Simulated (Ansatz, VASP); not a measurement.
# One calculation of Hf2SiO6, two programs

```
Hf Si O
1.0
     2.99240   -4.89632    0.00000
     2.99240    4.89632    0.00000
     0.00000    0.00000    6.42431
Hf Si O
2 1 6
Direct
  0.50000 0.00000 0.82054
  0.00000 0.50000 0.17946
  0.50000 0.50000 0.50000
  0.20082 0.79918 0.00000
  0.43860 0.24570 0.64698
  0.75430 0.56140 0.35302
  0.79918 0.20082 0.00000
  0.56140 0.75430 0.64698
  0.24570 0.43860 0.35302
```

Alike in both runs: functional PBE; k mesh 6 × 6 × 4; occupations gaussian, width 0.1 eV; no spin polarisation.

Ansatz relaxed the structure, and its values are those at the end. VASP's run is a single point on that final structure, the one shown.

```csv
,VASP,Ansatz
version,VASP 6.6.1,Ansatz 0.2.0
potentials or method,"VASP PAW PBE potentials, release 64 (Hf_pv, Si, O), cutoff 520 eV","scalar-relativistic, plane waves, PAW"
valence electrons in the cell,60,92
```

Ansatz gave:

| Property | Result |
| --- | --- |
| gap on the k mesh at the Fermi level (eV) | 4.61 |
| least direct gap on the mesh (eV) | 4.79 |
| pressure (GPa) | 0.0 |
| rms of the force components (eV/Å) | 0.006 |

Task: What did VASP give for the same quantities?

Result: gap on the k mesh at the Fermi level (eV): 4.61; least direct gap on the mesh (eV): 4.78; pressure (GPa): -0.6; rms of the force components (eV/Å): 0.071.

The functional is the same, so the differences come from potentials, cutoffs and numerics. VASP's potentials hold 60 valence electrons a cell and Ansatz's 92, so a difference there can come from the potentials and not from the codes.

Neither program's run includes spin-orbit coupling.
